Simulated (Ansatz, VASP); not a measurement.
# AlV2N3: VASP beside Ansatz

INCAR

```
PREC = Accurate ; ENCUT = 600
EDIFF = 1E-6 ; ISMEAR = 0
SIGMA = 0.1 ; LREAL = F
LASPH = T ; NELM = 150
ALGO = Normal ; ISIF = 3
LWAVE = F ; LCHARG = F
ISPIN = 2 ; MAGMOM = 0 2 -2 0 0 0
LORBIT = 11 ; LMAXMIX = 4
GGA = PE ; IBRION = 2
NSW = 90 ; EDIFFG = -0.04
```

KPOINTS

```
Automatic mesh
0
Gamma
  6 6 2
```

File POSCAR:

```
AlV2N3
1.0
    3.2704990200      0.0000000000      0.0000000000
   -1.6352495100      2.8323352300      0.0000000000
    0.0000000000      0.0000000000      8.0110538000
Al V N
1 2 3
Direct
    0.0000000000      0.0000000000      0.5000000000
    0.6666666700      0.3333333300      0.8333333300
    0.3333333300      0.6666666700      0.1666666700
    0.3333333300      0.6666666700      0.6666666700
    0.6666666700      0.3333333300      0.3333333300
    0.0000000000      0.0000000000      0.0000000000
```

Input for Ansatz:

```yaml
crystal:
  lattice:
    - [3.27049902, 0.0, 0.0]
    - [-1.63524951, 2.83233523, 0.0]
    - [0.0, 0.0, 8.0110538]
  atoms:
    - { symbol: Al, position: [0.0, 0.0, 0.5] }
    - { symbol: V, position: [0.66666667, 0.33333333, 0.83333333], spin: 2.0 }
    - { symbol: V, position: [0.33333333, 0.66666667, 0.16666667], spin: -2.0 }
    - { symbol: "N", position: [0.33333333, 0.66666667, 0.66666667] }
    - { symbol: "N", position: [0.66666667, 0.33333333, 0.33333333] }
    - { symbol: "N", position: [0.0, 0.0, 0.0] }
basis:
  ecutwfc: 420
kpoints:
  mp_grid: { grid: [6, 6, 2] }
hamiltonian:
  xc: pbe
scf:
  occupations: { method: gaussian, width: 0.1 }
  lower_state_search: "off"
output:
  forces: true
  stress: true
  eigenvalues: true
  populations: true
magnetization:
  spin_polarized: true
relax:
  adjacent_minimum: "off"
  f_tol: 0.04
  max_steps: 70
  cell: { stress_tol: 0.4 }
```

Alike in both runs: task relaxation of cell and atoms; functional PBE; k mesh 6 × 6 × 2; occupations gaussian, width 0.1 eV; collinear spin.

|  | VASP | Ansatz |
| --- | --- | --- |
| version | VASP 6.6.1 | Ansatz 0.2.0 |
| potentials or method | VASP PAW PBE potentials, release 64 (Al, V_sv, N), cutoff 600 eV | scalar-relativistic, plane waves, PAW |
| valence electrons in the cell | 44 | 44 |

```tsv
	VASP	Ansatz	Ansatz less VASP
gap on the k mesh at the Fermi level, each at its own relaxed structure (eV)	none	none	-
net moment per atom (μB)	0.00	0.00	0.000
relaxed volume (Å³/atom)	8.69	8.72	+0.035
relaxed length of the cell vector where the two differ most in proportion (Å)	7.224	7.040	-0.1847
```

A gap of «none» marks a metal or a gap that the smearing closes. Ansatz's warnings: seeded moment not kept.

The k mesh is coarse, so the values compare programs but aren't converged. Noted on VASP's run: the volume moved by over 15 % at a fixed basis, so the end points are rough.
